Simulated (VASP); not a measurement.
# LiAl15HN16 (a cell with a defect) in VASP: a series of runs, part 2 of 2

VASP 6.6.1.

### Step 4. Single point, PBE

INCAR

```
ALGO = Normal ; EDIFF = 1E-6
ENCUT = 520 ; GGA = PE
ISIF = 2 ; ISMEAR = 0
LASPH = True ; LCHARG = False
LREAL = Auto ; LWAVE = False
NBANDS = 86 ; NELECT = 130.0
NELM = 100 ; PREC = Accurate
SIGMA = 0.01
```

KPOINTS

```
Automatic mesh
0
Gamma
  1 1 1
  0.25 0.25 0.25
```

POSCAR

```
LiAl15HN16
1.0
    6.2595139128      0.0000000578      0.0000000000
   -3.1297570064      5.4208980350      0.0000000000
    0.0000000000      0.0000000000     10.0348065929
Al Li N H
15 1 16 1
Direct
    0.3278852461      0.1709487830      0.2427576860
    0.3305675107      0.1682952497      0.7506007914
    0.1637852407      0.3350693997      0.9961476566
    0.3297331464      0.6664402803      0.2547798633
    0.1546838356      0.8157683090      0.5046182091
    0.3300276967      0.6607137961      0.7488475315
    0.1645838975      0.8334003053      1.0003299583
    0.8323907505      0.1690746238      0.2546820513
    0.6836175165      0.3445480126      0.5046914459
    0.8379262837      0.1686288442      0.7489243596
    0.6655134019      0.3343742011      1.0003227209
    0.8305928467      0.6681871725      0.2507664725
    0.6611702914      0.8376185900      0.4998169596
    0.8304185725      0.6685909171      0.7518420891
    0.6634601366      0.8353015466      1.0013589272
    0.1682756696      0.3304595718      0.5032060865
    0.3504644320      0.1486433810      0.4319395423
    0.1639013169      0.3350768490      0.1872089631
    0.3315931307      0.1673345487      0.9423806769
    0.1679970456      0.3305463812      0.7016682659
    0.3354844403      0.6802517781      0.4386056655
    0.1636474799      0.8325560204      0.1887295781
    0.3312163569      0.6714227769      0.9408168021
    0.1647534818      0.8311176749      0.6928088887
    0.8183909240      0.1631936456      0.4385299048
    0.6662377047      0.3351000297      0.1887179463
    0.8273646122      0.1675693306      0.9408520369
    0.6678950857      0.3342284702      0.6928337313
    0.8290051041      0.6700510932      0.4404117050
    0.6655484157      0.8332551402      0.1897895908
    0.8295203446      0.6693624695      0.9409427523
    0.6660720714      0.8325302798      0.6918974063
    0.4454247283      0.0544919778      0.4048553009
```

On the command line:

```
cat potpaw_PBE.64/Al/POTCAR potpaw_PBE.64/Li_sv/POTCAR potpaw_PBE.64/N/POTCAR potpaw_PBE.64/H/POTCAR > POTCAR
mpirun -np 1 vasp_std > vasp.out
```

It took 9.5 min on 1 thread of Intel Xeon 8259CL, shared host; peak memory 0.49 GiB.

It converged, with:

- Free energy: -232.1506 eV
- Largest force: 0.251 eV/Å

Forces in eV/Å, atoms in the order of the input:
```
Al   0.089 -0.053  0.028
Al   0.139 -0.074  0.020
Al  -0.124  0.069  0.007
Al   0.131 -0.050 -0.018
Al  -0.095  0.137  0.004
Al   0.112 -0.079 -0.005
Al  -0.115  0.070  0.001
Al   0.113 -0.086 -0.012
Al  -0.180  0.002  0.004
Al   0.123 -0.059 -0.007
Al  -0.118  0.060  0.000
Al   0.091 -0.051  0.008
Al  -0.079  0.040  0.003
Al   0.134 -0.080  0.012
Al  -0.118  0.071  0.014
Li  -0.066  0.042 -0.016
N    0.090 -0.047  0.047
N   -0.205  0.111 -0.013
N    0.188 -0.111  0.018
N   -0.214  0.131  0.006
N    0.199 -0.067 -0.020
N   -0.152  0.097  0.001
N    0.191 -0.106 -0.010
N   -0.158  0.098  0.027
N    0.163 -0.131 -0.021
N   -0.160  0.091  0.001
N    0.188 -0.111 -0.008
N   -0.170  0.083  0.028
N    0.101 -0.057  0.005
N   -0.160  0.091 -0.010
N    0.171 -0.095 -0.007
N   -0.188  0.118 -0.074
H    0.082 -0.053 -0.014
```

Levels at points of the mesh, in eV from the Fermi level:
```tsv
k point	band 63	band 64	band 65	band 66	band 67	band 68
(0.25, 0.25, 0.25)	-0.72	-0.62	-0.18	4.87	5.44	5.56
```

Caveat: the k points lie up to 0.58 Å⁻¹ apart; the cell carries a net charge on a neutralising background, which shifts energy and pressure; the cell is charged against a uniform background, so pressure and absolute levels hang on convention.

### Step 5. Single point, PBE

INCAR

```
SYSTEM = LiAl15HN16
ALGO = Normal ; EDIFF = 1E-7
ENCUT = 520 ; GGA = PE
ISIF = 2 ; ISMEAR = 0
LASPH = .True. ; LCHARG = .False.
LREAL = Auto ; LWAVE = .False.
NBANDS = 86 ; NELECT = 128.0
NELM = 80 ; PREC = Accurate
SIGMA = 0.01
```

KPOINTS is that of step 4.

POSCAR

```
LiAl15HN16
1.0
    6.2595139128      0.0000000578      0.0000000000
   -3.1297570064      5.4208980350      0.0000000000
    0.0000000000      0.0000000000     10.0348065929
Al Li N H
15 1 16 1
Direct
    0.3310944845      0.1691777220      0.2406905098
    0.3324024384      0.1670305728      0.7504909287
    0.1615398735      0.3361476704      1.0002121912
    0.3349701792      0.6688825330      0.2495100679
    0.1554268658      0.8196389586      0.5084998534
    0.3350292373      0.6727938407      0.7509386678
    0.1612307830      0.8322279191      0.9994753949
    0.8281222976      0.1636735354      0.2502110614
    0.6820641001      0.3453567771      0.5085416247
    0.8273452785      0.1650745344      0.7513752276
    0.6645193241      0.3364926850      1.0003633827
    0.8326895206      0.6663813448      0.2501294634
    0.6712075510      0.8308529872      0.5064671785
    0.8307244449      0.6683847564      0.7555658563
    0.6644624873      0.8335243653      1.0012474073
    0.1721914085      0.3250979598      0.4721427311
    0.3533099345      0.1487119201      0.4326498866
    0.1636463509      0.3336889149      0.1931680703
    0.3265807052      0.1696429588      0.9422591583
    0.1645604192      0.3361041708      0.7032946683
    0.3500800563      0.6939344887      0.4399201284
    0.1670652322      0.8327200128      0.1889606656
    0.3293679246      0.6691226763      0.9416880281
    0.1644310723      0.8336211330      0.6943496825
    0.8054394203      0.1494246534      0.4396014145
    0.6668140635      0.3334208008      0.1892167904
    0.8280696969      0.1688256305      0.9423669013
    0.6663780776      0.3352546735      0.6944048820
    0.8342595958      0.6669122561      0.4412060207
    0.6672974318      0.8306207038      0.1898598670
    0.8288466006      0.6686869407      0.9424726564
    0.6672857042      0.8327586363      0.6943471133
    0.4467660149      0.0564409032      0.4031741433
```

On the command line:

```
cat potpaw_PBE.64/Al/POTCAR potpaw_PBE.64/Li_sv/POTCAR potpaw_PBE.64/N/POTCAR potpaw_PBE.64/H/POTCAR > POTCAR
mpirun -np 1 vasp_std > vasp.out
```

It took 13 min on 1 thread of Intel Xeon 8259CL, shared host; peak memory 0.5 GiB.

Results (log left out):

```
Free energy   : -243.6807 eV
Largest force : 0.250 eV/Å
```

Forces in eV/Å, atoms in the order of the input:
```
Al   0.066 -0.133 -0.006
Al   0.095 -0.028  0.021
Al  -0.122  0.044  0.006
Al  -0.013 -0.047  0.019
Al  -0.040  0.196 -0.003
Al   0.067 -0.133  0.017
Al  -0.100  0.101  0.083
Al   0.161 -0.019 -0.128
Al  -0.243 -0.002  0.048
Al   0.143 -0.003  0.040
Al  -0.106  0.043 -0.057
Al   0.217 -0.027 -0.036
Al  -0.013 -0.144  0.119
Al   0.153 -0.076  0.018
Al  -0.118  0.081 -0.071
Li   0.018  0.036  0.135
N    0.122 -0.127  0.058
N   -0.208  0.137 -0.026
N    0.241 -0.053 -0.001
N   -0.161  0.050  0.029
N    0.064 -0.128 -0.116
N   -0.212  0.040  0.042
N    0.194 -0.092  0.029
N   -0.165  0.081 -0.005
N    0.146  0.105 -0.090
N   -0.144  0.078  0.042
N    0.205 -0.121 -0.034
N   -0.165  0.080 -0.020
N    0.037 -0.045 -0.030
N   -0.168  0.144  0.037
N    0.162 -0.101 -0.012
N   -0.154  0.119 -0.075
H    0.040 -0.056 -0.032
```

Levels at points of the mesh, in eV from the Fermi level:
```csv
k point,band 60,band 61,band 62,band 63,band 64,band 65,band 66,band 67,band 68,band 69
"(0.25, 0.25, 0.25)",-0.63,-0.57,-0.49,-0.40,-0.21,0.14,5.76,6.17,6.38,6.48
```

Caveat: the k points lie up to 0.58 Å⁻¹ apart; the cell carries a net charge on a neutralising background, which shifts energy and pressure; the cell is charged against a uniform background, so pressure and absolute levels hang on convention.

### Step 6. Single point, PBE, collinear spin

INCAR

```
SYSTEM = LiAl15HN16
PREC = Accurate ; ENCUT = 520
EDIFF = 1E-6 ; ISMEAR = 0
SIGMA = 0.01 ; LREAL = Auto
LASPH = .TRUE. ; NELM = 150
ALGO = Normal ; ISIF = 2
LWAVE = .FALSE. ; LCHARG = .FALSE.
ISPIN = 2 ; MAGMOM = 0 0 0 0 0 0 0 0 0 0 0 0 0 0 0 0.01 0.01 0.01 0.04 0.3 0.18 0.02 0.03 0 0.15 0.01 0.03 0 0 0 0 0 0
LORBIT = 11 ; NUPDOWN = 1.0
GGA = PE ; NBANDS = 90
```

KPOINTS is that of step 5.

POSCAR

```
LiAl15HN16
1.0
    6.2595139102      0.0000000601      0.0000000000
   -3.1297570100      5.4208980298      0.0000000000
    0.0000000000      0.0000000000     10.0348065900
Al Li N H
15 1 16 1
Direct
    0.3310608034      0.1692216546      0.2406427233
    0.3330751114      0.1668142114      0.7493308997
    0.1641950056      0.3352700192      0.9981828833
    0.3336416469      0.6664196519      0.2514857776
    0.1550192046      0.8163156797      0.5056218426
    0.3340819293      0.6680307162      0.7490506041
    0.1646852902      0.8326104782      0.9990470490
    0.8324622067      0.1660218651      0.2518480779
    0.6839844888      0.3444762862      0.5055137091
    0.8321688188      0.1661674725      0.7490679050
    0.6664345652      0.3348354947      0.9992807486
    0.8331212305      0.6667246527      0.2494529751
    0.6667524945      0.8335606383      0.5021167278
    0.8315271845      0.6683370555      0.7529773543
    0.6654928280      0.8343478457      1.0004079707
    0.1726191357      0.3244530929      0.4847529760
    0.3523872918      0.1476625676      0.4316175908
    0.1655855233      0.3336874442      0.1892819879
    0.3303014511      0.1683607333      0.9405441698
    0.1671264097      0.3334975489      0.7006150512
    0.3424511307      0.6847628008      0.4391308793
    0.1671506019      0.8318764454      0.1881189577
    0.3318040967      0.6697283123      0.9398344447
    0.1652341521      0.8320873789      0.6923581026
    0.8138431954      0.1561290637      0.4388636911
    0.6682665764      0.3333926757      0.1880812063
    0.8297194198      0.1680273755      0.9399238791
    0.6680355370      0.3347867075      0.6923524966
    0.8318924942      0.6678117290      0.4397615322
    0.6677971354      0.8315993728      0.1891520180
    0.8306752757      0.6687206060      0.9408325871
    0.6676564560      0.8323723406      0.6919243604
    0.4464552100      0.0547870232      0.4032626332
```

Potentials or basis: VASP PAW PBE potentials, release 64 (Al, Li_sv, N, H).

On the command line:

```
cat potpaw_PBE.64/Al/POTCAR potpaw_PBE.64/Li_sv/POTCAR potpaw_PBE.64/N/POTCAR potpaw_PBE.64/H/POTCAR > POTCAR
mpirun -np 1 vasp_std > vasp.out
```

OUTCAR:

```text
SYSTEM = LiAl15HN16
   PREC = Accurate
   ENCUT = 520
   EDIFF = 1E-6
   ISMEAR = 0
   LREAL = Auto
   LASPH = .TRUE.
   NELM = 150
   ISIF = 2
   ISPIN = 2
   LORBIT = 11
   NUPDOWN = 1.0
   GGA = PE

 ion  position               nearest neighbor table
   1  0.331  0.169  0.241-  18 1.86  26 1.90  22 1.90  17 1.93  33 2.05  16 2.98  11 3.03   3 3.03
                             7 3.03   4 3.11   8 3.11  12 3.13  12 3.13   8 3.15   4 3.16   9 3.27
   2  0.333  0.167  0.749-  20 1.87  24 1.90  28 1.90  19 1.92  11 3.09   7 3.09   3 3.10   5 3.10
                             9 3.10   6 3.13  10 3.13  14 3.13  14 3.13  10 3.13   6 3.13
   3  0.164  0.335  0.998-  19 1.90  27 1.91  23 1.91  18 1.92   1 3.03  10 3.08   6 3.08   2 3.10
                             7 3.11   4 3.11  11 3.11   8 3.12  15 3.13  15 3.13  11 3.15   7 3.15
   4  0.334  0.666  0.251-  21 1.89  22 1.91  18 1.91  30 1.92  15 3.10  13 3.10   1 3.11   5 3.11
                             3 3.11   7 3.12   8 3.12  12 3.13  12 3.13   8 3.13   1 3.16
   5  0.155  0.816  0.506-  21 1.86  29 1.87  24 1.88  17 1.95  33 1.97   9 2.95   6 3.02  14 3.04
[... 1297 lines left out ...]
 -----------------------------------------------------------------------------------
    total drift:                               -0.009468      0.002152      0.023722

  FREE ENERGIE OF THE ION-ELECTRON SYSTEM (eV)
  ---------------------------------------------------
  free  energy   TOTEN  =      -238.1771564491 eV

  energy  without entropy=     -238.1771564491  energy(sigma->0) =     -238.17715645

 total charge

# of ion       s       p       d       tot
------------------------------------------
    1        0.377   0.434   0.000   0.811
    2        0.375   0.433   0.000   0.808
    3        0.372   0.427   0.000   0.800
    4        0.373   0.429   0.000   0.802
    5        0.378   0.443   0.000   0.821
    6        0.375   0.436   0.000   0.811
[... 25 lines left out ...]
   32        1.230   2.623   0.000   3.852
   33        0.608   0.100   0.000   0.709
--------------------------------------------------
tot         28.012  48.343   0.000  76.355

 magnetization (x)

# of ion       s       p       d       tot
------------------------------------------
    1       -0.000   0.000   0.000   0.000
    2       -0.001  -0.000   0.000  -0.001
    3        0.001  -0.000   0.000   0.000
    4       -0.000   0.001   0.000   0.001
    5       -0.001  -0.001   0.000  -0.002
    6       -0.001  -0.001   0.000  -0.003
[... 25 lines left out ...]
   32       -0.000  -0.001   0.000  -0.001
   33       -0.000  -0.000   0.000  -0.001
--------------------------------------------------
tot          0.013   0.666   0.000   0.679
```

OSZICAR:

```text
N       E                     dE             d eps       ncg     rms          rms(c)
DAV:   1     0.582222620044E+03    0.58222E+03   -0.59236E+04  2160   0.131E+03
DAV:   2    -0.210735122346E+03   -0.79296E+03   -0.76107E+03  2756   0.279E+02
DAV:   3    -0.271156473658E+03   -0.60421E+02   -0.59709E+02  2784   0.801E+01
DAV:   4    -0.272901987667E+03   -0.17455E+01   -0.17414E+01  3320   0.117E+01
DAV:   5    -0.272974006356E+03   -0.72019E-01   -0.72001E-01  2960   0.175E+00    0.334E+01
DAV:   6    -0.238086536012E+03    0.34887E+02   -0.13801E+02  2592   0.327E+01    0.124E+01
DAV:   7    -0.238197384990E+03   -0.11085E+00   -0.54557E+00  2728   0.836E+00    0.820E+00
DAV:   8    -0.238342607752E+03   -0.14522E+00   -0.12584E+00  2536   0.391E+00    0.465E+00
DAV:   9    -0.238134171115E+03    0.20844E+00   -0.62674E-01  3088   0.413E+00    0.310E+00
DAV:  10    -0.238183947674E+03   -0.49777E-01   -0.23991E-01  2616   0.204E+00    0.133E+00
DAV:  11    -0.238177000011E+03    0.69477E-02   -0.93319E-02  2672   0.124E+00    0.768E-01
DAV:  12    -0.238175993587E+03    0.10064E-02   -0.20464E-02  2544   0.594E-01    0.413E-01
DAV:  13    -0.238176675451E+03   -0.68186E-03   -0.33835E-03  2488   0.183E-01    0.191E-01
DAV:  14    -0.238177144741E+03   -0.46929E-03   -0.76392E-04  2760   0.122E-01    0.943E-02
DAV:  15    -0.238177152441E+03   -0.76994E-05   -0.17904E-04  3216   0.664E-02    0.257E-02
DAV:  16    -0.238177155713E+03   -0.32720E-05   -0.57477E-05  2704   0.269E-02    0.196E-02
DAV:  17    -0.238177156519E+03   -0.80576E-06   -0.10561E-05  2696   0.127E-02    0.121E-02
DAV:  18    -0.238177156449E+03    0.69376E-07   -0.27306E-06  2096   0.607E-03
   1 F= -.23817716E+03 E0= -.23817716E+03  d E =-.290285E-73  mag=     1.0000
```

stdout:

```text
POSCAR found type information on POSCAR AlLiN H
 POSCAR found :  4 types and      33 ions
 scaLAPACK will be used
 LDA part: xc-table for (Slater+PW92), standard interpolation
 POSCAR, INCAR and KPOINTS ok, starting setup
 FFT: planning ... GRIDC
 FFT: planning ... GRID_SOFT
 FFT: planning ... GRID
 WAVECAR not read
 entering main loop
```

Run time: 24 min. Hardware: 1 thread of Intel Xeon 8259CL, shared host; peak memory 0.72 GiB.

What came out:

| Property | Result |
| --- | --- |
| Free energy | -238.1772 eV |
| Largest force | 0.275 eV/Å |
| Net moment | 1.00 μB per cell |
| Site moments | Al +0.00, -0.00 (each value once); Li +0.01; N +0.01, +0.03, +0.24, +0.16, +0.02, +0.00, +0.15, -0.00 (each value once); H -0.00 μB |
| Valence electrons inside the program's atomic spheres | Al 0.81, 0.80, 0.82 (each value once); Li 2.10; N 3.89, 3.84, 3.83, 3.77, 3.80, 3.85, 3.86 (each value once); H 0.71 |

Forces on the atoms (eV/Å):
```
Al   0.103 -0.093  0.016
Al   0.065 -0.026  0.023
Al  -0.125  0.067 -0.058
Al   0.069 -0.024 -0.032
Al  -0.098  0.197  0.006
Al   0.095 -0.150  0.021
Al  -0.104  0.074  0.032
Al   0.113 -0.075 -0.112
Al  -0.268  0.033  0.049
Al   0.184 -0.015  0.031
Al  -0.103  0.046 -0.023
Al   0.139 -0.041 -0.034
Al  -0.012 -0.089  0.114
Al   0.131 -0.076  0.017
Al  -0.127  0.069 -0.016
Li  -0.007  0.037  0.162
N    0.132 -0.085  0.022
N   -0.220  0.119  0.003
N    0.220 -0.081  0.026
N   -0.182  0.077 -0.025
N    0.158 -0.056 -0.115
N   -0.186  0.064  0.023
N    0.180 -0.093  0.023
N   -0.156  0.092  0.005
N    0.143 -0.030 -0.104
N   -0.158  0.080  0.040
N    0.174 -0.112  0.012
N   -0.160  0.077 -0.008
N    0.098 -0.060 -0.002
N   -0.166  0.116  0.024
N    0.168 -0.096 -0.010
N   -0.169  0.118 -0.091
H    0.070 -0.064 -0.018
```

Caveat: the k points lie up to 0.58 Å⁻¹ apart; the total moment is fixed, so each spin has its own Fermi level and the state may be an excited one.
